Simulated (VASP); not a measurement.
Wanted: the native input for a VASP 6.6.1 run.

```yaml
Task: single point
Functional: LDA
Potentials_or_basis: VASP PAW LDA potentials, release 64 (Mo_sv)
Cutoff: 520 eV
k_mesh: 13 × 13 × 13
Occupations: methfessel-paxton, width 0.1 eV
Spin: no spin polarisation
Dipole_correction: no
Further_INCAR_settings: ALGO = Normal; EDIFF = 1e-07; NBANDS = 13
```

The structure of Mo lies in POSCAR:

```
Mo
1.0
   -1.6143010825      1.6143010825      1.6143010825
    1.6143010825     -1.6143010825      1.6143010825
    1.6143010825      1.6143010825     -1.6143010825
Mo
1
Direct
    0.0000000000      0.0000000000      0.0000000000
```

These files were run (other wordings do the same):

INCAR

```
SYSTEM = Mo
ALGO = Normal
EDIFF = 1E-7
ENCUT = 520
GGA = CA
ISIF = 2
ISMEAR = 1
LASPH = .TRUE.
LCHARG = .TRUE.
LELF = .TRUE.
LREAL = .FALSE.
LVHAR = .TRUE.
LWAVE = .FALSE.
NBANDS = 13
NELM = 60
PREC = Accurate
SIGMA = 0.1
```

KPOINTS

```
k-points
0
G
  13 13 13
  0 0 0
```

Potentials or basis: VASP PAW LDA potentials, release 64 (Mo_sv).

Launch:

```console
$ cat potpaw_LDA.64/Mo_sv/POTCAR > POTCAR
$ mpirun -np 1 vasp_std > vasp.out
```

Results of the run:

```json
{"Pressure": "-24.9 GPa", "Band gap on the k mesh": "zero (band 7 reaches 14.57 eV, above the bottom of band 8 at 10.06 eV)"}
```

Run time: 11 s on 1 thread of Intel(R) Xeon(R) Platinum 8259CL CPU @ 2.50GHz (Skylake/Cascade Lake) (shared host), peak memory 0.13 GiB.
